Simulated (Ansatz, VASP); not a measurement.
One calculation of Hf2Si, two programs

File INCAR:

```
SYSTEM = Hf2Si
PREC = Accurate ; ENCUT = 520
EDIFF = 1E-6 ; ISMEAR = 0
SIGMA = 0.15 ; LREAL = .FALSE.
LASPH = .TRUE. ; NELM = 60
ALGO = Fast ; ISIF = 2
LWAVE = .FALSE. ; LCHARG = .FALSE.
GGA = PS ; NBANDS = 33
```

The input KPOINTS:

```
Automatic mesh
0
G
  12 12 12
  0 0 0
```

The input POSCAR:

```
Hf2Si
1.0
   -3.2553259379      3.2553259379      2.4430272510
    3.2553259379     -3.2553259379      2.4430272510
    3.2553259379      3.2553259379     -2.4430272510
Hf Si
4 2
Direct
    0.8432528484      0.6567471516      0.5000000000
    0.3432528484      0.8432528484      0.1865056968
    0.1567471516      0.3432528484      0.5000000000
    0.6567471516      0.1567471516      0.8134943033
    0.7500000000      0.7500000000      0.0000000000
    0.2500000000      0.2500000000      0.0000000000
```

Input for Ansatz:

```yaml
crystal:
  lattice:
    - [-3.2553259379, 3.2553259379, 2.443027251]
    - [3.2553259379, -3.2553259379, 2.443027251]
    - [3.2553259379, 3.2553259379, -2.443027251]
  atoms:
    - { symbol: Hf, position: [0.8432528484, 0.6567471516, 0.5] }
    - { symbol: Hf, position: [0.3432528484, 0.8432528484, 0.1865056968] }
    - { symbol: Hf, position: [0.1567471516, 0.3432528484, 0.5] }
    - { symbol: Hf, position: [0.6567471516, 0.1567471516, 0.8134943033] }
    - { symbol: Si, position: [0.75, 0.75, 0.0] }
    - { symbol: Si, position: [0.25, 0.25, 0.0] }
basis:
  ecutwfc: 420
kpoints:
  mp_grid: { grid: [12, 12, 12] }
hamiltonian:
  xc: pbesol
scf:
  occupations: { method: gaussian, width: 0.15 }
output:
  forces: true
  stress: true
  eigenvalues: true
```

Change from the starting cell: strain +0.000 along x and y, -0.050 along z, atoms carried along.

Alike in both runs: task single point; functional PBEsol; k mesh 12 × 12 × 12; occupations gaussian, width 0.15 eV; no spin polarisation.

|  | VASP | Ansatz |
| --- | --- | --- |
| version | VASP 6.6.1 | Ansatz 0.2.0 |
| potentials or method | VASP PAW PBE potentials, release 64 (Hf_pv, Si), cutoff 520 eV | scalar-relativistic, plane waves, PAW |
| valence electrons in the cell | 48 | 112 |

```csv
,VASP,Ansatz,Ansatz less VASP
gap on the k mesh at the Fermi level (eV),none,none,-
pressure (GPa),8.8,8.9,+0.09
"traceless stress, the component that is largest in VASP (GPa)",8.15,8.22,+0.068
rms of the force components (eV/Å),0.062,0.058,-0.0045
```

VASP's potentials were made for PBE, not for PBEsol. Atom by atom the forces differ by 0.004 eV/Å (rms over components). A gap of «none» marks a metal or a gap that the smearing closes. VASP's potentials hold 48 valence electrons a cell and Ansatz's 112, so a difference there can come from the potentials and not from the codes.

Neither program's run includes spin-orbit coupling.
